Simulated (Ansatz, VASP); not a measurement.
## Two plane-wave programs on Si5Te

```
CELL_PARAMETERS angstrom
0.00000 3.72965 3.72965
3.72965 0.00000 3.72965
3.72965 3.72965 0.00000
ATOMIC_POSITIONS crystal
Si 0.25000 0.25000 0.25000
Si 0.12297 0.62568 0.62568
Si 0.62568 0.62568 0.62568
Si 0.62568 0.62568 0.12297
Si 0.62568 0.12297 0.62568
Te 0.00000 0.00000 0.00000
```

Change from the starting cell: species swapped into the ZrNi5 type (F-43m, No. 216).

Alike in both runs: functional PBE; k mesh 4 × 4 × 4; occupations gaussian, width 0.1 eV; no spin polarisation.

Ansatz relaxed the structure, and its values are those at the end. VASP's run is a single point on that final structure, the one shown.

```csv
,VASP,Ansatz
version,VASP 6.6.1,Ansatz 0.2.0
potentials or method,"VASP PAW PBE potentials, release 64 (Si, Te), cutoff 500 eV","scalar-relativistic, plane waves, PAW"
valence electrons in the cell,26,36
```

VASP gave:

```
gap on the k mesh at the Fermi level (eV) : none
pressure (GPa)                            : 0.0
```

Question: Which values does Ansatz return?

Answer: gap on the k mesh at the Fermi level (eV): none; pressure (GPa): 0.1.

A gap of «none» marks a metal or a gap that the smearing closes. The functional is the same, so the differences come from potentials, cutoffs and numerics. VASP's potentials hold 26 valence electrons a cell and Ansatz's 36, so a difference there can come from the potentials and not from the codes.

The k mesh is coarse, so the values compare programs but aren't converged. Neither program's run includes spin-orbit coupling.
